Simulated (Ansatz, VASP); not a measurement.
**Two plane-wave programs on C**

File INCAR:

```
  PREC = Accurate
  ENCUT = 520
  EDIFF = 1E-6
  ISMEAR = 0
  SIGMA = 0.15
  LREAL = False
  LASPH = True
  NELM = 60
  ALGO = Normal
  ISIF = 2
  LWAVE = False
  LCHARG = False
  GGA = PS
  NBANDS = 16
```

File KPOINTS:

```
regular mesh
0
Gamma
  21 21 6
```

The input POSCAR:

```
C
1.0
    1.2237521640     -1.9558609693      0.0000000000
    1.2237521640      1.9558609693      0.0000000000
    0.0000000000      0.0000000000      6.7775533395
C
4
Direct
    0.0833216498      0.9166783502      0.7498439858
    0.5833216498      0.4166783502      0.2501560142
    0.9166783502      0.0833216498      0.2501560142
    0.4166783502      0.5833216498      0.7498439858
```

Input for Ansatz:

```yaml
crystal:
  lattice:
    - [1.223752164, -1.9558609693, 0.0]
    - [1.223752164, 1.9558609693, 0.0]
    - [0.0, 0.0, 6.7775533395]
  atoms:
    - { symbol: C, position: [0.0833216498, 0.9166783502, 0.7498439858] }
    - { symbol: C, position: [0.5833216498, 0.4166783502, 0.2501560142] }
    - { symbol: C, position: [0.9166783502, 0.0833216498, 0.2501560142] }
    - { symbol: C, position: [0.4166783502, 0.5833216498, 0.7498439858] }
basis:
  ecutwfc: 520.0
kpoints:
  mp_grid: { grid: [21, 21, 6] }
hamiltonian:
  xc: pbesol
  pseudopotentials: { kind: paw, azcp: { folder: soft_1 } }
scf:
  occupations: { method: gaussian, width: 0.15 }
output:
  forces: true
  stress: true
  eigenvalues: true
```

Change from the starting cell: volume 8.111 Å^3 an atom, stretch along a over the lengths across it, relative to the relaxed cell 1.0835.

Alike in both runs: task single point; functional PBEsol; k mesh 21 × 21 × 6; occupations gaussian, width 0.15 eV; no spin polarisation.

|  | VASP | Ansatz |
| --- | --- | --- |
| version | VASP 6.6.1 | Ansatz 0.2.0 |
| potentials or method | VASP PAW PBE potentials, release 64 (C), cutoff 520 eV | scalar-relativistic, plane waves, PAW |
| valence electrons in the cell | 16 | 16 |

```tsv
	VASP	Ansatz	Ansatz less VASP
gap on the k mesh at the Fermi level (eV)	none	none	-
rms of the force components (eV/Å)	1.355	1.342	-0.0124
```

VASP's potentials were made for PBE, not for PBEsol, and Ansatz warns of the same on its side. Atom by atom the forces differ by 0.012 eV/Å (rms over components). A gap of «none» marks a metal or a gap that the smearing closes. With one functional, cell and mesh, what is left measures potentials, basis and numerics.
